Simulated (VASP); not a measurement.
A run of VASP 6.6.1:

INCAR

```
SYSTEM = AlN
  PREC = Accurate
  ENCUT = 520
  EDIFF = 1E-6
  ISMEAR = -1
  SIGMA = 0.02
  LREAL = .FALSE.
  LASPH = .TRUE.
  NELM = 80
  ALGO = Normal
  ISIF = 2
  LWAVE = .FALSE.
  LCHARG = .FALSE.
  GGA = PE
  NBANDS = 11
```

KPOINTS

```
regular mesh
0
G
  10 10 10
  0 0 0
```

Contents of POSCAR:

```
AlN
1.0
    0.0000000000      2.2722714690      2.2722714690
    2.2722714690      0.0000000000      2.2722714690
    2.2722714690      2.2722714690      0.0000000000
Al N
1 1
Direct
    0.0000000000      0.0000000000      0.0000000000
    0.2500000000      0.2500000000      0.2500000000
```

Potentials or basis: VASP PAW PBE potentials, release 64 (Al, N).

Run with:

```bash
$ cat potpaw_PBE.64/Al/POTCAR potpaw_PBE.64/N/POTCAR > POTCAR
$ mpirun -np 1 vasp_std > vasp.out
```

Hardware: 1 thread of Intel(R) Xeon(R) Platinum 8259CL CPU @ 2.50GHz (Skylake/Cascade Lake), with other jobs on the host.

How long does it take, and how much memory?

It took 6.7 s on 1 thread of Intel(R) Xeon(R) Platinum 8259CL CPU @ 2.50GHz (Skylake/Cascade Lake), on a shared host, peak memory 0.13 GiB. Counts: scf iterations 12, k points 47.
